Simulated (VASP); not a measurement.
Set up this calculation in VASP 6.6.1, as the native input.

- Task: single point
- Functional: BLYP
- Potentials or basis: VASP PAW PBE potentials, release 64 (Nb_sv)
- Cutoff: 520 eV
- k mesh: 11 × 11 × 11
- Occupations: fermi-dirac, width 0.05 eV
- Spin: no spin polarisation
- Dipole correction: no
- Further INCAR settings: ALGO = Normal; EDIFF = 1e-06; NBANDS = 12

The structure of Nb lies in POSCAR:

```
Nb
1.0
    0.0000000000      2.1150000000      2.1150000000
    2.1150000000      0.0000000000      2.1150000000
    2.1150000000      2.1150000000      0.0000000000
Nb
1
Direct
    0.0000000000      0.0000000000      0.0000000000
```

The input as run:

INCAR

```
SYSTEM = Nb
PREC     = Accurate       ! precision mode
ENCUT    = 520            ! plane-wave cutoff, eV
EDIFF    = 1E-6           ! SCF threshold, eV
ISMEAR   = -1             ! smearing method
SIGMA    = 0.05           ! smearing width, eV
LREAL    = .FALSE.        ! projectors in reciprocal space
LASPH    = .TRUE.         ! aspherical terms in the spheres
NELM     = 80             ! most SCF steps
ALGO     = Normal         ! electronic algorithm
ISIF     = 2              ! what is computed and relaxed
LWAVE    = .FALSE.        ! write WAVECAR
LCHARG   = .FALSE.        ! write CHGCAR
GGA      = B5             ! functional
ALDAX    = 1.0          
AGGAX    = 1.0          
AGGAC    = 1.0          
ALDAC    = 0.0          
NBANDS   = 12             ! bands
```

KPOINTS

```
Automatic mesh
0
G
  11 11 11
  0 0 0
```

Potentials or basis: VASP PAW PBE potentials, release 64 (Nb_sv).

Launch:

```sh
$ cat potpaw_PBE.64/Nb_sv/POTCAR > POTCAR
$ mpirun -np 1 vasp_std > vasp.out
```

It gave:

```json
{"Pressure": "4.0 GPa"}
```

Caveat: the PAW data sets were made with another functional, which shifts forces and pressure a little.

It took 22 s on 1 thread of Intel(R) Xeon(R) Platinum 8259CL CPU @ 2.50GHz (Skylake/Cascade Lake) (shared host), peak memory 0.14 GiB.
